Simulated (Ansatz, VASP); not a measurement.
# One calculation of WS2, two programs

```xyz
6
Lattice="3.2804 0.0000 0.0000 -1.6402 2.8409 0.0000 0.0000 0.0000 12.6255" Properties=species:S:1:pos:R:3 pbc="T T T"
W     0.0000    1.8939    3.1564
W     1.6402    0.9470    9.4691
S     0.0000    1.8939    7.8314
S     1.6402    0.9470    1.5187
S     0.0000    1.8939   11.1068
S     1.6402    0.9470    4.7941
```

Change from the starting cell: strain +0.040 along x and y, +0.040 along z, atoms carried along.

Alike in both runs: task single point; functional PBE; dispersion D3(BJ); k mesh 12 × 12 × 4; occupations gaussian, width 0.05 eV; no spin polarisation.

```csv
,VASP,Ansatz
version,VASP 6.6.1,Ansatz 0.2.0
potentials or method,"VASP PAW PBE potentials, release 64 (W_sv, S), cutoff 520 eV","scalar-relativistic, plane waves, PAW"
valence electrons in the cell,52,52
```

|  | VASP | Ansatz | Ansatz less VASP |
| --- | --- | --- | --- |
| gap on the k mesh at the Fermi level (eV) | 1.01 | 0.99 | -0.012 |
| least direct gap on the mesh (eV) | 1.58 | 1.57 | -0.002 |
| pressure (GPa) | -15.4 | -15.4 | +0.05 |
| traceless stress, the component that is largest in VASP (GPa) | -1.10 | -1.11 | -0.007 |
| rms of the force components (eV/Å) | 0.813 | 0.813 | +0.0007 |

Atom by atom the forces differ by 0.001 eV/Å (rms over components).

Neither program's run includes spin-orbit coupling.
